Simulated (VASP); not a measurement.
# SrTiO3 (Pm-3m) in VASP: a series of runs, part 2 of 2

VASP 6.6.1.

### 3 Relaxation of cell and atoms, LDA, target pressure 2 GPa, at which the enthalpy is minimised

INCAR reads:

```
SYSTEM = SrTiO3
PREC = Accurate
ENCUT = 600
EDIFF = 1E-7
ISMEAR = 0
SIGMA = 0.01
LREAL = .FALSE.
LASPH = .TRUE.
NELM = 100
ALGO = Normal
ISIF = 3
LWAVE = .FALSE.
LCHARG = .FALSE.
GGA = CA
IBRION = 2
NSW = 100
EDIFFG = -0.002
PSTRESS = 20.0
```

KPOINTS reads:

```
Automatic mesh
0
G
  6 6 6
  0 0 0
```

POSCAR reads:

```
SrTiO3
1.0
    3.8542043545      0.0000000000      0.0000000000
    0.0000000000      3.8542043545      0.0000000000
    0.0000000000      0.0000000000      3.8542043545
Sr Ti O
1 1 3
Direct
    0.5000000000      0.5000000000      0.5000000000
    0.0000000000      0.0000000000      0.0000000000
    0.5000000000      0.0000000000      0.0000000000
    0.0000000000      0.5000000000      0.0000000000
    0.0000000000      0.0000000000      0.5000000000
```

Potentials or basis: VASP PAW LDA potentials, release 64 (Sr_sv, Ti_sv, O).

Run with:

```
cat potpaw_LDA.64/Sr_sv/POTCAR potpaw_LDA.64/Ti_sv/POTCAR potpaw_LDA.64/O/POTCAR > POTCAR
mpirun -np 1 vasp_std > vasp.out
```

Wall time 26 s (1 thread of Intel Xeon 6975P-C (Granite Rapids), shared host); peak memory 0.18 GiB.

The run converged. Its results:

| Quantity | Value |
| --- | --- |
| Free energy | -44.1800 eV |
| Relaxed volume | 11.39 Å³/atom |
| Relaxed cell | a = 3.847 Å, b = 3.847 Å, c = 3.847 Å, α = 90.00°, β = 90.00°, γ = 90.00° |
| Space group after relaxing (to 0.05 Å) | Pm-3m (No. 221) |
| Energy change on relaxing (the enthalpy is what falls) | +0.5 meV/atom |
| Ionic steps | 3 |
| Pressure after relaxing | 2.0 GPa |
| Band gap on the k mesh | 1.82 eV, indirect (least direct gap 2.15 eV) |

The path:
```csv
step,energy change (eV),largest force (eV/Å),pressure (GPa),volume (Å³)
1,0.0000,0.0000,0.89,57.25
2,0.0085,0.0000,3.29,56.60
3,0.0027,0.0000,1.99,56.95
```

Final structure:
```cif
data_structure
_symmetry_space_group_name_H-M 'P 1'
_symmetry_Int_Tables_number 1
_cell_length_a 3.8474
_cell_length_b 3.8474
_cell_length_c 3.8474
_cell_angle_alpha 90.000
_cell_angle_beta 90.000
_cell_angle_gamma 90.000
_cell_volume 56.95
loop_
_atom_site_label
_atom_site_type_symbol
_atom_site_fract_x
_atom_site_fract_y
_atom_site_fract_z
_atom_site_occupancy
Sr1 Sr 0.50000 0.50000 0.50000 1
Ti1 Ti 0.00000 0.00000 0.00000 1
O1 O 0.50000 0.00000 0.00000 1
O2 O 0.00000 0.50000 0.00000 1
O3 O 0.00000 0.00000 0.50000 1
```

Levels at points of the mesh, in eV from the valence-band top:
| k point | band 16 | band 17 | band 18 | band 19 | band 20 | band 21 | band 22 | band 23 | band 24 |
| --- | --- | --- | --- | --- | --- | --- | --- | --- | --- |
| (0.00, 0.00, 0.00) | -1.27 | -1.27 | -0.33 | -0.33 | -0.33 | 1.82 | 1.82 | 1.82 | 4.64 |
| (0.50, 0.00, 0.00) | -2.51 | -2.51 | -2.19 | -0.73 | -0.73 | 2.03 | 3.97 | 3.97 | 4.69 |
| (0.50, 0.50, 0.00) | -3.10 | -1.70 | -1.63 | -1.63 | -0.10 | 3.98 | 3.98 | 4.44 | 5.73 |
| (0.50, 0.50, 0.50) | -3.91 | -3.91 | 0.00 | 0.00 | 0.00 | 4.72 | 4.72 | 4.72 | 7.02 |

Caveat: the cell is relaxed towards a set pressure, so the enthalpy falls and the energy may rise. LDA usually gives volumes a few per cent too small.

### 4 Relaxation of cell and atoms, LDA, target pressure 4 GPa, at which the enthalpy is minimised

INCAR reads:

```
  PREC = Accurate
  ENCUT = 600
  EDIFF = 1E-6
  ISMEAR = 0
  SIGMA = 0.01
  LREAL = False
  LASPH = True
  NELM = 80
  ALGO = Normal
  ISIF = 3
  LWAVE = False
  LCHARG = False
  GGA = CA
  IBRION = 2
  NSW = 100
  EDIFFG = -0.002
  PSTRESS = 40.0
```

KPOINTS reads:

```
regular mesh
0
Gamma
  6 6 6
```

POSCAR is that of step 3.

Run with:

```
cat potpaw_LDA.64/Sr_sv/POTCAR potpaw_LDA.64/Ti_sv/POTCAR potpaw_LDA.64/O/POTCAR > POTCAR
mpirun -np 1 vasp_std > vasp.out
```

Run time: 27 s. Hardware: 1 thread of Intel Xeon 6975P-C (Granite Rapids), shared host; peak memory 0.18 GiB.

The run converged. Its results:

```
Free energy                                            : -44.1702 eV
Relaxed volume                                         : 11.28 Å³/atom
Relaxed cell                                           : a = 3.835 Å, b = 3.835 Å, c = 3.835 Å, α = 90.00°, β = 90.00°, γ = 90.00°
Space group after relaxing (to 0.05 Å)                 : Pm-3m (No. 221)
Energy change on relaxing (the enthalpy is what falls) : +2.5 meV/atom
Ionic steps                                            : 3
Pressure after relaxing                                : 4.0 GPa
Band gap on the k mesh                                 : 1.84 eV, indirect (least direct gap 2.16 eV)
```

The path:
```
step  energy change (eV)  largest force (eV/Å)  pressure (GPa)  volume (Å³)
   1              0.0000                0.0000            0.85        57.25
   2              0.0505                0.0000            8.07        55.41
   3              0.0125                0.0000            3.98        56.42
```

Final structure:
```yaml
crystal:
  lattice:
    - [3.83545, 0.00000, 0.00000]
    - [0.00000, 3.83545, 0.00000]
    - [0.00000, 0.00000, 3.83545]
  atoms:
    - { symbol: Sr, position: [0.50000, 0.50000, 0.50000] }
    - { symbol: Ti, position: [0.00000, 0.00000, 0.00000] }
    - { symbol: O, position: [0.50000, 0.00000, 0.00000] }
    - { symbol: O, position: [0.00000, 0.50000, 0.00000] }
    - { symbol: O, position: [0.00000, 0.00000, 0.50000] }
```

Levels at points of the mesh, in eV from the valence-band top:
| k point | band 18 | band 19 | band 20 | band 21 | band 22 | band 23 |
| --- | --- | --- | --- | --- | --- | --- |
| (0.00, 0.00, 0.00) | -0.32 | -0.32 | -0.32 | 1.84 | 1.84 | 1.84 |
| (0.50, 0.00, 0.00) | -2.22 | -0.73 | -0.73 | 2.05 | 4.02 | 4.02 |
| (0.50, 0.50, 0.00) | -1.64 | -1.64 | -0.11 | 4.03 | 4.03 | 4.49 |
| (0.50, 0.50, 0.50) | 0.00 | 0.00 | 0.00 | 4.78 | 4.78 | 4.78 |

Caveat: the cell is relaxed towards a set pressure, so the enthalpy falls and the energy may rise.

### 5 Relaxation of cell and atoms, LDA, target pressure 7 GPa, at which the enthalpy is minimised

INCAR reads:

```
SYSTEM = SrTiO3
  PREC = Accurate
  ENCUT = 600
  EDIFF = 1E-6
  ISMEAR = 0
  SIGMA = 0.01
  LREAL = .FALSE.
  LASPH = .TRUE.
  NELM = 60
  ALGO = Normal
  ISIF = 3
  LWAVE = .FALSE.
  LCHARG = .FALSE.
  GGA = CA
  IBRION = 2
  NSW = 100
  EDIFFG = -0.002
  PSTRESS = 70.0
```

KPOINTS reads:

```
Automatic mesh
0
G
  6 6 6
  0 0 0
```

POSCAR is that of step 4.

Run with:

```
cat potpaw_LDA.64/Sr_sv/POTCAR potpaw_LDA.64/Ti_sv/POTCAR potpaw_LDA.64/O/POTCAR > POTCAR
mpirun -np 1 vasp_std > vasp.out
```

Run time: 29 s. Hardware: 1 thread of Intel Xeon 6975P-C (Granite Rapids), shared host; peak memory 0.18 GiB.

It converged, with:

| Property | Result |
| --- | --- |
| Free energy | -44.1437 eV |
| Relaxed volume | 11.13 Å³/atom |
| Relaxed cell | a = 3.818 Å, b = 3.818 Å, c = 3.818 Å, α = 90.00°, β = 90.00°, γ = 90.00° |
| Space group after relaxing (to 0.05 Å) | Pm-3m (No. 221) |
| Energy change on relaxing (the enthalpy is what falls) | +7.8 meV/atom |
| Ionic steps | 4 |
| Pressure after relaxing | 7.0 GPa |
| Band gap on the k mesh | 1.86 eV, indirect (least direct gap 2.17 eV) |

Step by step:
| step | energy change (eV) | largest force (eV/Å) | pressure (GPa) | volume (Å³) |
| --- | --- | --- | --- | --- |
| 1 | 0.0000 | 0.0000 | 0.85 | 57.25 |
| 2 | 0.1786 | 0.0000 | 16.00 | 53.69 |
| 3 | 0.0377 | 0.0000 | 6.94 | 55.68 |
| 4 | 0.0391 | 0.0000 | 7.01 | 55.65 |

Final structure:
```yaml
crystal:
  lattice:
    - [3.81788, 0.00000, 0.00000]
    - [0.00000, 3.81788, 0.00000]
    - [0.00000, 0.00000, 3.81788]
  atoms:
    - { symbol: Sr, position: [0.50000, 0.50000, 0.50000] }
    - { symbol: Ti, position: [0.00000, 0.00000, 0.00000] }
    - { symbol: O, position: [0.50000, 0.00000, 0.00000] }
    - { symbol: O, position: [0.00000, 0.50000, 0.00000] }
    - { symbol: O, position: [0.00000, 0.00000, 0.50000] }
```

Levels at points of the mesh, in eV from the valence-band top:
```
           k point  band 18  band 19  band 20  band 21  band 22  band 23
(0.00, 0.00, 0.00)    -0.31    -0.31    -0.31     1.86     1.86     1.86
(0.50, 0.00, 0.00)    -2.27    -0.72    -0.72     2.08     4.10     4.10
(0.50, 0.50, 0.00)    -1.65    -1.65    -0.11     4.11     4.11     4.57
(0.50, 0.50, 0.50)     0.00     0.00     0.00     4.87     4.87     4.87
```

Caveat: the cell is relaxed towards a set pressure, so the enthalpy falls and the energy may rise.

### 6 Relaxation of cell and atoms, LDA, target pressure 10 GPa, at which the enthalpy is minimised

INCAR reads:

```
ALGO = Normal ; EDIFF = 1E-7
EDIFFG = -0.002 ; ENCUT = 600
GGA = CA ; IBRION = 2
ISIF = 3 ; ISMEAR = 0
LASPH = True ; LCHARG = False
LREAL = False ; LWAVE = False
NELM = 100 ; NSW = 100
PREC = Accurate ; PSTRESS = 100.0
SIGMA = 0.01
```

KPOINTS reads:

```
k-points
0
Gamma
  6 6 6
```

POSCAR is that of step 5.

Potentials or basis: VASP PAW LDA potentials, release 64 (Sr_sv, Ti_sv, O).

Run with:

```
cat potpaw_LDA.64/Sr_sv/POTCAR potpaw_LDA.64/Ti_sv/POTCAR potpaw_LDA.64/O/POTCAR > POTCAR
mpirun -np 1 vasp_std > vasp.out
```

Run time: 47 s. Hardware: 1 thread of Intel Xeon 6975P-C (Granite Rapids), shared host; peak memory 0.19 GiB.

The run converged. Its results:

```yaml
Free_energy: -44.1070 eV
Relaxed_volume: 10.99 Å³/atom
Relaxed_cell: a = 3.802 Å, b = 3.802 Å, c = 3.802 Å, α = 90.00°, β = 90.00°, γ = 90.00°
Space_group_after_relaxing_to_0.05_Å: Pm-3m (No. 221)
Energy_change_on_relaxing_the_enthalpy_is_what_falls: +15.1 meV/atom
Ionic_steps: 7
Pressure_after_relaxing: 10.0 GPa
Band_gap_on_the_k_mesh: 1.88 eV, indirect (least direct gap 2.18 eV)
```

The path:
```
step  energy change (eV)  largest force (eV/Å)  pressure (GPa)  volume (Å³)
   1              0.0000                0.0000            0.89        57.25
   2              0.3900                0.0000           25.00        52.03
   3              0.0736                0.0000            9.87        54.99
   4              0.0764                0.0000           10.06        54.95
   5              0.0745                0.0000            9.93        54.98
   6              0.0754                0.0000            9.97        54.97
   7              0.0757                0.0000           10.00        54.96
```

Final structure:
```cif
data_structure
_symmetry_space_group_name_H-M 'P 1'
_symmetry_Int_Tables_number 1
_cell_length_a 3.8020
_cell_length_b 3.8020
_cell_length_c 3.8020
_cell_angle_alpha 90.000
_cell_angle_beta 90.000
_cell_angle_gamma 90.000
_cell_volume 54.96
loop_
_atom_site_label
_atom_site_type_symbol
_atom_site_fract_x
_atom_site_fract_y
_atom_site_fract_z
_atom_site_occupancy
Sr1 Sr 0.50000 0.50000 0.50000 1
Ti1 Ti 0.00000 0.00000 0.00000 1
O1 O 0.50000 0.00000 0.00000 1
O2 O 0.00000 0.50000 0.00000 1
O3 O 0.00000 0.00000 0.50000 1
```

Levels at points of the mesh, in eV from the valence-band top:
```csv
k point,band 18,band 19,band 20,band 21,band 22,band 23
"(0.00, 0.00, 0.00)",-0.30,-0.30,-0.30,1.88,1.88,1.88
"(0.50, 0.00, 0.00)",-2.31,-0.71,-0.71,2.10,4.16,4.16
"(0.50, 0.50, 0.00)",-1.66,-1.66,-0.11,4.18,4.18,4.64
"(0.50, 0.50, 0.50)",0.00,0.00,0.00,4.95,4.95,4.95
```

Caveat: the cell is relaxed towards a set pressure, so the enthalpy falls and the energy may rise.

### 7 Overview

```tsv
cell	gap on the mesh (eV)	pressure (GPa)
relaxed to -2 GPa	1.79	-2.0
relaxed to 2 GPa	1.82	2.0
relaxed to 4 GPa	1.84	4.0
relaxed to 7 GPa	1.86	7.0
relaxed to 10 GPa	1.88	10.0
```

Alike in all rows: task relaxation of cell and atoms; level LDA; potentials or basis VASP PAW LDA potentials, release 64 (Sr_sv, Ti_sv, O); no spin polarisation; k mesh 6 × 6 × 6; cutoff (eV) 600; smearing gaussian 0.01 eV.

Caveats: the cell is relaxed towards a set pressure, so the enthalpy falls and the energy may rise.

Absolute energies hang on the potentials; compare differences alone.
